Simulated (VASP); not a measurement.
# Pt (Fm-3m) in VASP: notebook

Pt is run at these levels: PBE; tasks: single point.

All numbers are computed with VASP 6.6.1; they aren't measurements. Logs are shortened: lines on timing, memory, paths and dates and some standing lists are left out, and cuts for length are marked.

## (1) The cell of the first run

Symmetry: Fm-3m, No. 225, cubic system. Conventional cell: a = 3.771 Å, b = 3.771 Å, c = 3.771 Å, α = 90.00°, β = 90.00°, γ = 90.00°. Pt (site symmetry m-3m) has 12 Pt at 2.67 Å within 3.5 Å.

## (2) Single point, PBE (Os replaced by Pt, lengths x 0.967, strained)

INCAR reads:

```
SYSTEM = Pt
  ALGO = Normal
  EDIFF = 1E-6
  ENCUT = 520
  GGA = PE
  ISIF = 2
  ISMEAR = 0
  LASPH = .TRUE.
  LCHARG = .TRUE.
  LELF = .TRUE.
  LREAL = .FALSE.
  LVHAR = .TRUE.
  LWAVE = .FALSE.
  NBANDS = 11
  NELM = 80
  PREC = Accurate
  SIGMA = 0.1
```

KPOINTS reads:

```
k-points
0
G
  20 20 20
  0 0 0
```

POSCAR reads:

```
Pt
1.0
    0.0000000000      1.8852619183      1.8852619183
    1.8852619183      0.0000000000      1.8852619183
    1.8852619183      1.8852619183      0.0000000000
Pt
1
Direct
    0.0000000000      0.0000000000      0.0000000000
```

Potentials or basis: VASP PAW PBE potentials, release 64 (Pt).

Started as:

```bash
> cat potpaw_PBE.64/Pt/POTCAR > POTCAR
> mpirun -np 1 vasp_std > vasp.out
```

OUTCAR:

```text
SYSTEM = Pt
   EDIFF = 1E-6
   ENCUT = 520
   GGA = PE
   ISIF = 2
   ISMEAR = 0
   LASPH = .TRUE.
   LREAL = .FALSE.
   NELM = 80
   PREC = Accurate

 ion  position               nearest neighbor table
   1  0.000  0.000  0.000-

  LATTYP: Found a face centered cubic cell.
 ALAT       =     3.7705238366

  Lattice vectors:

 A1 = (   0.0000000000,   1.8852619183,   1.8852619183)
 A2 = (   1.8852619183,   0.0000000000,   1.8852619183)
 A3 = (   1.8852619183,   1.8852619183,   0.0000000000)

Analysis of symmetry for initial positions (statically):
=====================================================================
 Subroutine PRICEL returns:
 Original cell was already a primitive cell.

 Routine SETGRP: Setting up the symmetry group for a
 face centered cubic supercell.

 Subroutine GETGRP returns: Found 48 space group operations
 (whereof 48 operations were pure point group operations)
 out of a pool of 48 trial point group operations.

The static configuration has the point symmetry O_h .

Analysis of symmetry for dynamics (positions and initial velocities):
=====================================================================
 Subroutine PRICEL returns:
 Original cell was already a primitive cell.

 Routine SETGRP: Setting up the symmetry group for a
 face centered cubic supercell.

 Subroutine GETGRP returns: Found 48 space group operations
 (whereof 48 operations were pure point group operations)
 out of a pool of 48 trial point group operations.

The dynamic configuration has the point symmetry O_h .

 Subroutine INISYM returns: Found 48 space group operations
 (whereof 48 operations are pure point group operations),
 and found     1 'primitive' translations

----------------------------------------------------------------------------------------

                                     Primitive cell

  volume of cell :      13.4012

  direct lattice vectors                    reciprocal lattice vectors
     0.000000000  1.885261918  1.885261918    -0.265215138  0.265215138  0.265215138
     1.885261918  0.000000000  1.885261918     0.265215138 -0.265215138  0.265215138
     1.885261918  1.885261918  0.000000000     0.265215138  0.265215138 -0.265215138

  length of vectors
     2.666162973  2.666162973  2.666162973     0.459366094  0.459366094  0.459366094

  position of ions in fractional coordinates (direct lattice)
     0.000000000  0.000000000  0.000000000

  ion indices of the primitive-cell ions
   primitive index   ion index
                 1           1

----------------------------------------------------------------------------------------

 KPOINTS: k-points

Automatic generation of k-mesh.
 Grid dimensions read from file:
 generate k-points for:   20   20   20

 Generating k-lattice:

  Cartesian coordinates                     Fractional coordinates (reciprocal lattice)
    -0.013260757  0.013260757  0.013260757     0.050000000  0.000000000  0.000000000
     0.013260757 -0.013260757  0.013260757     0.000000000  0.050000000  0.000000000
     0.013260757  0.013260757 -0.013260757     0.000000000  0.000000000  0.050000000

  Length of vectors
     0.022968305  0.022968305  0.022968305

  Shift w.r.t. Gamma in fractional coordinates (k-lattice)
     0.000000000  0.000000000  0.000000000

 Subroutine IBZKPT returns following result:
 ===========================================

 Found    256 irreducible k-points:

 Following reciprocal coordinates:
            Coordinates               Weight
  0.000000  0.000000  0.000000      1.000000
  0.050000  0.000000  0.000000      8.000000
  0.100000  0.000000  0.000000      8.000000
  0.150000  0.000000  0.000000      8.000000
  0.200000  0.000000  0.000000      8.000000
  0.250000  0.000000  0.000000      8.000000
[... 16 lines left out ...]
 -0.400000  0.050000  0.000000     24.000000
 -0.350000  0.050000  0.000000     24.000000
 [... further k-points ...]
   k-points           NKPTS =    256   k-points in BZ     NKDIM =    256   number of bands    NBANDS=     11
   number of dos      NEDOS =    301   number of ions     NIONS =      1
   total plane-waves  NPLWV =   8000
   dimension x,y,z NGX =    20 NGY =   20 NGZ =   20
   dimension x,y,z NGXF=    40 NGYF=   40 NGZF=   40
   ions per type =               1
   NGX,Y,Z   is equivalent  to a cutoff of  12.47, 12.47, 12.47 a.u.
   NGXF,Y,Z  is equivalent  to a cutoff of  24.94, 24.94, 24.94 a.u.
 SYSTEM =  Pt
   PREC   = accura    normal or accurate (medium, high low for compatibility)
   ISTART =      0    job   : 0-new  1-cont  2-samecut
   ICHARG =      2    charge: 1-file 2-atom 10-const
   ISPIN  =      1    spin polarized calculation?
   LNONCOLLINEAR =      F non collinear calculations
   LSORBIT =      F    spin-orbit coupling
   LASPH  =      T    aspherical Exc in radial PAW
   ENCUT  =  520.0 eV  38.22 Ry    6.18 a.u.   4.96  4.96  4.96*2*pi/ulx,y,z
   NELM   =     80;   NELMIN=  2; NELMDL= -5     # of ELM steps
   EDIFF  = 0.1E-05   stopping-criterion for ELM
   LREAL  =      F    real-space projection
   EDIFFG = 0.1E-04   stopping-criterion for IOM
   NSW    =      0    number of steps for IOM
   IBRION =     -1    ionic relax: 0-MD 1-quasi-New 2-CG
   NFREE  =      0    steps in history (QN), initial steepest desc. (CG)
   ISIF   =      2    stress and relaxation
   ISYM   =      2    0-nonsym 1-usesym 2-fastsym
   POTIM  = 0.5000    time-step for ionic-motion
   TEBEG  =    0.0;   TEEND  =   0.0 temperature during run
   PSTRESS=    0.0 pullay stress
   NELECT =      10.0000    total number of electrons
   NUPDOWN=      -1.0000    fix difference up-down
   EMIN   =  10.00;   EMAX   =-10.00  energy-range for DOS
   EFERMI =   0.00;   METHOD = LEGACY
   ISMEAR =     0;   SIGMA  =   0.10  broadening in eV -4-tet -1-fermi 0-gaus
   EFERMI_NEDOS =   21; number of points for ismear=-14 and -15
   IALGO  =     38    algorithm
   IMIX   =      4    mixing-type and parameters
     AMIX     =   0.40;   BMIX     =  1.00
     AMIX_MAG =   1.60;   BMIX_MAG =  1.00
  volume/ion in A,a.u.               =      13.40        90.44
  Fermi-wavevector in a.u.,A,eV,Ry     =   1.484886  2.806028 29.999305  2.204887
  Thomas-Fermi vector in A             =   2.598367
   LORBIT       =      0    0 simple, 1 ext, 2 COOP (PROOUT), +10 PAW based schemes
   GGA     = PE    functional components
   LHFCALC =     F    Hartree Fock is set to
   AEXX    =    0.0000 exact exchange contribution
   IVDW    =     0    specifies the selected vdW correction
   LEPSILON=     F    determine dielectric tensor
   LRPA    =     F    only Hartree local field effects (RPA)
 non-spin polarized calculation
 Gauss-broadening in eV      SIGMA  =   0.10
  energy-cutoff  :      520.00
  volume of cell :       13.40
 maximum number of plane-waves:       371
   NGX =  9   NGY =  9   NGZ =  9

 number of electron      10.0000001 magnetization

 Free energy of the ion-electron system (eV)
  ---------------------------------------------------
  ext. energy  EPLUGINS =         0.00000000
  ---------------------------------------------------
  free energy    TOTEN  =        -5.76370043 eV

  energy without entropy =       -5.75685874  energy(sigma->0) =       -5.76027958

 E-fermi :  13.7122     XC(G=0): -14.2088

 val. band max:       13.7118185744   @ k =  -0.4500   0.1000   0.0500
 cond. band min:      13.7221528330   @ k =  -0.4000   0.3500   0.1000
 fundamental gap:      0.0103342585
 Fermi energy:        13.7122087887

 k-point     1 :       0.0000    0.0000    0.0000
  band No.  band energies     occupation
      1       2.0753      2.00000
      2       9.1111      2.00000
      3       9.1111      2.00000
      4       9.1111      2.00000
      5      11.7284      2.00000
      6      11.7284      2.00000
      7      27.8986      0.00000
      8      33.5518      0.00000
      9      33.5518      0.00000
     10      33.5518      0.00000
     11      39.3463      0.00000

 k-point     2 :       0.0500    0.0000    0.0000
  band No.  band energies     occupation
      1       2.1893      2.00000
      2       9.0537      2.00000
      3       9.1593      2.00000
      4       9.1593      2.00000
      5      11.6979      2.00000
      6      11.6979      2.00000
      7      28.0921      0.00000
      8      32.9859      0.00000
      9      33.7399      0.00000
     10      33.7399      0.00000
     11      40.0277      0.00000

 k-point     3 :       0.1000    0.0000    0.0000
  band No.  band energies     occupation
      1       2.5218      2.00000
      2       8.9024      2.00000
      3       9.2893      2.00000
      4       9.2893      2.00000
      5      11.6265      2.00000
      6      11.6265      2.00000
      7      28.6348      0.00000
      8      31.7621      0.00000
      9      34.2923      0.00000
     10      34.2923      0.00000
     11      41.3705      0.00000

 k-point     4 :       0.1500    0.0000    0.0000
  band No.  band energies     occupation
      1       3.0408      2.00000
      2       8.7177      2.00000
      3       9.4518      2.00000
      4       9.4518      2.00000
      5      11.5769      2.00000
      6      11.5769      2.00000
      7      29.3809      0.00000
      8      30.3970      0.00000
      9      35.1736      0.00000
     10      35.1736      0.00000
     11      40.9459      0.00000

 k-point     5 :       0.2000    0.0000    0.0000
  band No.  band energies     occupation
      1       3.6784      2.00000
      2       8.5992      2.00000
      3       9.5614      2.00000
      4       9.5614      2.00000
      5      11.6487      2.00000
      6      11.6487      2.00000
      7      28.9036      0.00000
      8      30.1960      0.00000
      9      36.3234      0.00000
     10      36.3234      0.00000
     11      39.1799      0.00000
[... 211 lines left out ...]
 k-point    21 :       0.5000    0.0500    0.0000
  band No.  band energies     occupation
      1       5.1265      2.00000
      2       8.9310      2.00000
      3       9.1010      2.00000
      4      12.0428      2.00000
      5      13.7782      0.35067
      6      14.4293      0.00000
      7      20.5582      0.00000
      8      27.7152      0.00000
      9      33.3294      0.00000
     10      33.3361      0.00000
     11      43.9106      0.00000

 k-point    22 :      -0.4500    0.0500    0.0000
  band No.  band energies     occupation
      1       5.1304      2.00000
      2       8.9540      2.00000
      3       9.0999      2.00000
      4      11.9563      2.00000
      5      13.6181      1.81688
      6      14.4223      0.00000
      7      20.7749      0.00000
      8      27.7619      0.00000
      9      33.1624      0.00000
     10      33.6955      0.00000
     11      43.5090      0.00000

 k-point    23 :      -0.4000    0.0500    0.0000
  band No.  band energies     occupation
      1       5.1440      2.00000
      2       9.0422      2.00000
      3       9.1641      2.00000
      4      11.2244      2.00000
      5      13.2469      2.00000
      6      14.0370      0.00000
      7      22.0252      0.00000
      8      28.0880      0.00000
      9      33.5326      0.00000
     10      34.5989      0.00000
     11      42.0392      0.00000

 k-point    24 :      -0.3500    0.0500    0.0000
  band No.  band energies     occupation
      1       5.1224      2.00000
      2       9.1798      2.00000
      3       9.2851      2.00000
      4      10.1976      2.00000
      5      12.7387      2.00000
      6      13.5338      1.98836
      7      23.7296      0.00000
      8      28.7026      0.00000
      9      34.3516      0.00000
     10      35.9768      0.00000
     11      40.1968      0.00000

 [... further k-points ...]
[... 5 lines left out ...]
  --------------------------------------------------------------------------------------
  -------------------------------------------------------------------------------------
  Total        4.8196250      4.8196250      4.8196250      0.0000000      0.0000000      0.0000000
  in kB      576.2072865    576.2072865    576.2072865      0.0000000      0.0000000      0.0000000
  external PRESSURE =     576.2072865 kB  Pullay stress =       0.0000000 kB

 VOLUME and BASIS-vectors are now :
 -----------------------------------------------------------------------------
  energy-cutoff  :      520.00
  volume of cell :       13.40
      direct lattice vectors                 reciprocal lattice vectors
     0.000000000  1.885261918  1.885261918    -0.265215138  0.265215138  0.265215138
     1.885261918  0.000000000  1.885261918     0.265215138 -0.265215138  0.265215138
     1.885261918  1.885261918  0.000000000     0.265215138  0.265215138 -0.265215138

 POSITION                                       TOTAL-FORCE (eV/Angst)
 -----------------------------------------------------------------------------------
      0.00000      0.00000      0.00000        -0.000000     -0.000000      0.000000
 -----------------------------------------------------------------------------------
    total drift:                               -0.000000     -0.000000     -0.000000

  FREE ENERGIE OF THE ION-ELECTRON SYSTEM (eV)
  ---------------------------------------------------
  free  energy   TOTEN  =        -5.7637004277 eV

  energy  without entropy=       -5.7568587415  energy(sigma->0) =       -5.76027958
```

Run time: 22 s. Hardware: 1 thread of AMD EPYC 7R13 (Zen 3), shared host; peak memory 0.13 GiB.

Results:

| Item | Value |
| --- | --- |
| Free energy | -5.7637 eV |
| Pressure | 57.6 GPa |
| Band gap on the k mesh | zero (band 5 reaches 14.34 eV, above the bottom of band 6 at 11.58 eV) |

Levels at points of the mesh, in eV from the Fermi level:
| k point | band 3 | band 4 | band 5 | band 6 | band 7 | band 8 |
| --- | --- | --- | --- | --- | --- | --- |
| (0.00, 0.00, 0.00) | -4.60 | -4.60 | -1.98 | -1.98 | 14.19 | 19.84 |
| (0.50, 0.00, 0.00) | -4.70 | -0.98 | 0.06 | 0.06 | 6.82 | 13.80 |
| (0.50, 0.50, 0.00) | 0.02 | 0.62 | 0.62 | 1.55 | 10.26 | 11.74 |

Caveat: the cell differs from its parent crystal (Os replaced by Pt, lengths x 0.967, strained); spin-orbit coupling is left out, which moves the levels of the heavy elements.

(Part 1 of 2 ends here.)
